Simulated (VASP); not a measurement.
Crystal: AgI.

```
CELL_PARAMETERS angstrom
4.59000 0.00000 0.00000
-2.29500 3.97506 0.00000
0.00000 0.00000 7.52000
ATOMIC_POSITIONS crystal
Ag 0.66667 0.33333 0.63000
Ag 0.33333 0.66667 0.13000
I 0.66667 0.33333 0.00000
I 0.33333 0.66667 0.50000
```

* Program: VASP 6.6.1
* Task: relaxation of cell and atoms
* Functional: LDA
* Potentials or basis: VASP PAW LDA potentials, release 64 (Ag, I)
* Cutoff: 500 eV
* k mesh: 8 × 8 × 4
* Occupations: fermi-dirac, width 0.05 eV
* Spin: no spin polarisation

At the start: pressure -2.4 GPa; volume 34.30 Å³/atom.

Q: Where does the relaxation end?

A: Over 21 steps the energy falls by 19.4 meV/atom and the volume is 31.97 Å³/atom (-6.8 %); space group P6_3mc (No. 186, to 0.1 Å) before and after.

The path:
```
step  energy change (eV)  largest force (eV/Å)  pressure (GPa)  volume (Å³)
   1              0.0000                0.0770           -2.39       137.21
   2             -0.0764                0.0508            0.18       127.31
   3             -0.0766                0.0530            0.01       127.78
   4             -0.0766                0.0521            0.09       127.60
   5             -0.0771                0.0167            0.07       127.62
   6             -0.0771                0.0118            0.07       127.62
   7             -0.0773                0.0121           -0.02       127.89
   8             -0.0773                0.0122           -0.02       127.95
   9             -0.0773                0.0123           -0.05       128.06
  10             -0.0773                0.0128           -0.07       128.07
  11             -0.0775                0.0140           -0.07       128.08
  12             -0.0776                0.0060            0.02       127.82
  13             -0.0776                0.0058            0.02       127.82
  14             -0.0776                0.0026            0.01       127.85
  15             -0.0776                0.0005            0.00       127.87
  16             -0.0776                0.0007           -0.01       127.89
  17             -0.0776                0.0011           -0.02       127.94
  18             -0.0776                0.0015           -0.01       127.90
  19             -0.0776                0.0020            0.00       127.84
  20             -0.0776                0.0018            0.01       127.86
  21             -0.0776                0.0016            0.00       127.88
```

Final structure:
```cif
data_structure
_symmetry_space_group_name_H-M 'P 1'
_symmetry_Int_Tables_number 1
_cell_length_a 4.4848
_cell_length_b 4.4848
_cell_length_c 7.3416
_cell_angle_alpha 90.000
_cell_angle_beta 90.000
_cell_angle_gamma 120.000
_cell_volume 127.88
loop_
_atom_site_label
_atom_site_type_symbol
_atom_site_fract_x
_atom_site_fract_y
_atom_site_fract_z
_atom_site_occupancy
Ag1 Ag 0.66667 0.33333 0.62778 1
Ag2 Ag 0.33333 0.66667 0.12778 1
I1 I 0.66667 0.33333 0.00222 1
I2 I 0.33333 0.66667 0.50222 1
```
